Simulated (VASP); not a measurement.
Crystal: CuO.

```
Cu O
1.0
     2.55255    0.00000    0.00000
     0.00000    2.55255    0.00000
     0.00000    0.00000    2.55255
Cu O
1 1
Direct
  0.00000 0.00000 0.00000
  0.50000 0.50000 0.50000
```

Base run:

```yaml
Program: VASP 6.6.1
Functional: PBE
Dispersion: D3(BJ)
Potentials_or_basis: VASP PAW PBE potentials, release 64 (Cu, O)
Cutoff: 520 eV
k_mesh: 10 × 10 × 10
Occupations: fermi-dirac, width 0.05 eV
Spin: no spin polarisation
```

Its results: pressure 14.3 GPa.

**Question.** The run is repeated on the same cell with these changes: dispersion from D3(BJ) to none. What comes out?

**Answer.** Pressure 21.1 GPa.

Dispersion adds attraction, which lowers the pressure at fixed volume and, as a term added to the energy, leaves the levels alone.

Caveats: an odd number of electrons without spin polarisation forces a metal; a magnetic or distorted state may lie lower; semilocal functionals often make such compounds metallic where correlation or magnetic order opens a gap, which also shifts bond lengths; three body term missing (some runs); pairwise dispersion overbinds metals, which lowers pressure and volume (some runs).
